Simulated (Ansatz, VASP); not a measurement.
# Two plane-wave programs on Te

Contents of INCAR:

```
PREC     = Accurate       # precision mode
ENCUT    = 520            # plane-wave cutoff, eV
EDIFF    = 1E-6           # SCF threshold, eV
ISMEAR   = -1             # smearing method
SIGMA    = 0.1            # smearing width, eV
LREAL    = F              # projectors in reciprocal space
LASPH    = T              # aspherical terms in the spheres
NELM     = 80             # most SCF steps
ALGO     = Normal         # electronic algorithm
ISIF     = 2              # what is computed and relaxed
LWAVE    = F              # write WAVECAR
LCHARG   = F              # write CHGCAR
NBANDS   = 13             # bands
```

File KPOINTS:

```
regular mesh
0
Gamma
  9 9 9
```

Contents of POSCAR:

```
Te
1.0
    0.0000000000      3.5461524000      3.5461524000
    3.5461524000      0.0000000000      3.5461524000
    3.5461524000      3.5461524000      0.0000000000
Te
2
Direct
    0.1250000000      0.1250000000      0.1250000000
    0.8750000000      0.8750000000      0.8750000000
```

Input for Ansatz:

```yaml
crystal:
  lattice:
    - [0.0, 3.5461524, 3.5461524]
    - [3.5461524, 0.0, 3.5461524]
    - [3.5461524, 3.5461524, 0.0]
  atoms:
    - { symbol: Te, position: [0.125, 0.125, 0.125] }
    - { symbol: Te, position: [0.875, 0.875, 0.875] }
hamiltonian:
  xc: lda
  pseudopotentials:
    kind: paw
    azcp:
      Te: "pseudopotentials/Te.paw.azcp"
basis:
  ecutwfc: 420
  fft_grid_basis: typed
kpoints:
  mp_grid: { grid: [9, 9, 9], shift: [0, 0, 0] }
magnetization:
  spin_polarized: false
scf:
  occupations: { method: fermi_dirac, width: 0.1 }
  lower_state_search: "off"
output:
  stress: true
  write_density: true
  write_potential: true
  elf: true
  volumetric_format: npy
```

Alike in both runs: task single point; functional LDA; k mesh 9 × 9 × 9; occupations fermi-dirac, width 0.1 eV; no spin polarisation.

|  | VASP | Ansatz |
| --- | --- | --- |
| version | VASP 6.6.1 | Ansatz 0.2.0 |
| potentials or method | VASP PAW LDA potentials, release 64 (Te), cutoff 520 eV | plane waves (420 eV) with PAW, scalar-relativistic |
| valence electrons in the cell | 12 | 32 |

|  | VASP | Ansatz | Ansatz less VASP |
| --- | --- | --- | --- |
| pressure (GPa) | -1.1 | -1.1 | -0.04 |

Ansatz warns that its potentials were made for another functional, while VASP's fit it. LDA's correlation is that of Perdew and Zunger in VASP and of Perdew and Wang (1992) in Ansatz. VASP's potentials hold 12 valence electrons a cell and Ansatz's 32, so a difference there can come from the potentials and not from the codes.

Neither program's run includes spin-orbit coupling.
